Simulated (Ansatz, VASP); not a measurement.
**Ge2Sb2S: VASP beside Ansatz**

```
CELL_PARAMETERS angstrom
5.59388 0.00000 0.00000
0.00000 5.59388 0.00000
0.00000 0.00000 5.05865
ATOMIC_POSITIONS crystal
Ge 0.00000 0.00000 0.00000
Ge 0.50000 0.50000 0.50000
Sb 0.00000 0.50000 0.00000
Sb 0.50000 0.00000 0.00000
S 0.50000 0.50000 0.00000
```

Alike in both runs: functional PBE; k mesh 8 × 8 × 8; occupations gaussian, width 0.1 eV; no spin polarisation.

Ansatz relaxed the structure, and its values are those at the end. VASP's run is a single point on that final structure, the one shown.

|  | VASP | Ansatz |
| --- | --- | --- |
| version | VASP 6.6.1 | Ansatz 0.2.0 |
| potentials or method | VASP PAW PBE potentials, release 64 (Ge_d, Sb, S), cutoff 520 eV | scalar-relativistic, plane waves, PAW |
| valence electrons in the cell | 44 | 64 |

|  | VASP | Ansatz | Ansatz less VASP |
| --- | --- | --- | --- |
| gap on the k mesh at the Fermi level (eV) | none | none | - |
| pressure (GPa) | -0.1 | 0.0 | +0.06 |

A gap of «none» marks a metal or a gap that the smearing closes. The functional is the same, so the differences come from potentials, cutoffs and numerics. VASP's potentials hold 44 valence electrons a cell and Ansatz's 64, so a difference there can come from the potentials and not from the codes.

Neither program's run includes spin-orbit coupling.
